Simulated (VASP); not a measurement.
Here is a VASP 6.6.1 calculation.

Contents of INCAR:

```
PREC = Accurate
ENCUT = 520
EDIFF = 1E-8
ISMEAR = -1
SIGMA = 0.15
LREAL = F
LASPH = T
NELM = 100
ALGO = Normal
ISIF = 2
LWAVE = F
LCHARG = T
GGA = PE
NBANDS = 20
IBRION = 8
NSW = 1
```

Contents of KPOINTS:

```
Automatic mesh
0
Gamma
  12 12 12
```

File POSCAR:

```
TaBi
1.0
    0.0000000000      2.9181268658      2.9181268658
    2.9181268658      0.0000000000      2.9181268658
    2.9181268658      2.9181268658      0.0000000000
Ta Bi
1 1
Direct
    0.5000000000      0.5000000000      0.5000000000
    0.0000000000      0.0000000000      0.0000000000
```

Potentials or basis: VASP PAW PBE potentials, release 64 (Ta_pv, Bi_d).

Launch:

```bash
$ cat potpaw_PBE.64/Ta_pv/POTCAR potpaw_PBE.64/Bi_d/POTCAR > POTCAR
$ mpirun -np 1 vasp_std > vasp.out
```

**Question.** Predict the highest phonon frequency at Γ, LO-TO splitting left out.

**Answer.** 131 cm⁻¹.

Phonon frequencies in cm⁻¹ (negative: imaginary):
```tsv
q point	frequencies
(0.000, 0.000, 0.000)	0 0 0 131 131 131
```
